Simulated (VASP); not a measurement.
## CuF: single point with PBE

CuF:

```
CELL_PARAMETERS angstrom
2.76254 0.00000 0.00000
-1.38127 2.39243 0.00000
0.00000 0.00000 6.40198
ATOMIC_POSITIONS crystal
Cu 0.00000 0.00000 0.00000
Cu 0.00000 0.00000 0.50000
F 0.33333 0.66667 0.25000
F 0.66667 0.33333 0.75000
```

```json
{
  "Program": "VASP 6.6.1",
  "Task": "single point",
  "Functional": "PBE",
  "Potentials or basis": "VASP PAW PBE potentials, release 64 (Cu, F)",
  "Cutoff": "520 eV",
  "k mesh": "9 × 9 × 4",
  "Occupations": "methfessel-paxton, width 0.5 eV",
  "Spin": "no spin polarisation",
  "Dipole correction": "no",
  "Further INCAR settings": "ALGO = Normal; EDIFF = 1e-06; NBANDS = 26"
}
```

- Pressure: 5.4 GPa
- Band gap on the k mesh: zero (band 18 reaches 4.81 eV, above the bottom of band 19 at 4.40 eV)

Stress tensor (GPa, compression positive):
```
4.74 0.00 0.00
0.00 4.74 0.00
0.00 0.00 6.59
```

Levels at points of the mesh, in eV from the Fermi level:
```csv
k point,band 16,band 17,band 18,band 19,band 20,band 21
"(0.00, 0.00, 0.00)",-0.71,-0.71,-0.43,-0.43,3.19,5.31
"(0.00, 0.00, 0.50)",-0.60,-0.60,-0.60,0.54,0.54,8.57
```

It took 92 s on 1 thread of AMD EPYC 7R13, with other jobs on the host, peak memory 0.15 GiB.

Caveat: semilocal functionals often make such compounds metallic where correlation or magnetic order opens a gap, which also shifts bond lengths. With open d or f shells a metallic result of PBE can be an artefact of self-interaction; +U or a hybrid may open a gap.
